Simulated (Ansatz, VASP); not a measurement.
# One calculation of Si, two programs

```xyz
2
Lattice="-2.4425 2.4425 1.3093 2.4425 -2.4425 1.3093 2.4425 2.4425 -1.3093" Properties=species:S:1:pos:R:3 pbc="T T T"
Si    2.4425    0.0000    0.6547
Si    0.0000    0.0000    1.3093
```

Change from the starting cell: strain +0.030 along x and y, -0.015 along z, atoms carried along.

Alike in both runs: task single point; functional LDA; k mesh 20 × 20 × 20; occupations gaussian, width 0.15 eV; no spin polarisation.

|  | VASP | Ansatz |
| --- | --- | --- |
| version | VASP 6.6.1 | Ansatz 0.2.0 |
| potentials or method | VASP PAW LDA potentials, release 64 (Si), cutoff 520 eV | scalar-relativistic, plane waves, PAW |
| valence electrons in the cell | 8 | 8 |

|  | VASP | Ansatz | Ansatz less VASP |
| --- | --- | --- | --- |
| gap on the k mesh at the Fermi level (eV) | none | none | - |
| pressure (GPa) | -5.6 | -5.6 | -0.06 |
| traceless stress, the component that is largest in VASP (GPa) | 1.71 | 1.68 | -0.028 |

LDA's correlation is that of Perdew and Zunger in VASP and of Perdew and Wang (1992) in Ansatz. A gap of «none» marks a metal or a gap that the smearing closes.
